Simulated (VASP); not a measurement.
Wanted: the native input for a VASP 6.6.1 run.

```
Task                   : single point
Functional             : PBE
Potentials or basis    : VASP PAW PBE potentials, release 64 (Cu)
Cutoff                 : 520 eV
k mesh                 : 24 × 24 × 24
Occupations            : gaussian, width 0.15 eV
Spin                   : no spin polarisation
Dipole correction      : no
Further INCAR settings : ALGO = Fast; EDIFF = 1e-07; NBANDS = 12
```

The structure of Cu lies in POSCAR:

```
Cu
1.0
   -1.4790472128      1.4790472128      1.4442896033
    1.4790472128     -1.4790472128      1.4442896033
    1.4790472128      1.4790472128     -1.4442896033
Cu
1
Direct
    0.0000000000      0.0000000000      0.0000000000
```

One way to write it, as run:

INCAR

```
PREC = Accurate
ENCUT = 520
EDIFF = 1E-7
ISMEAR = 0
SIGMA = 0.15
LREAL = False
LASPH = True
NELM = 100
ALGO = Fast
ISIF = 2
LWAVE = False
LCHARG = False
GGA = PE
NBANDS = 12
```

KPOINTS

```
regular mesh
0
Gamma
  24 24 24
```

Potentials or basis: VASP PAW PBE potentials, release 64 (Cu).

Command:

```sh
$ cat potpaw_PBE.64/Cu/POTCAR > POTCAR
$ mpirun -np 1 vasp_std > vasp.out
```

It gave:

| Quantity | Value |
| --- | --- |
| Pressure | -5.7 GPa |
| Band gap on the k mesh | zero (an odd number of electrons rules out a gap without spin polarisation) |

Caveat: the cell stands under tension.

Run time: 2.5 min on 1 thread of Intel(R) Xeon(R) Platinum 8488C (Sapphire Rapids), with other jobs on the host, peak memory 0.26 GiB.
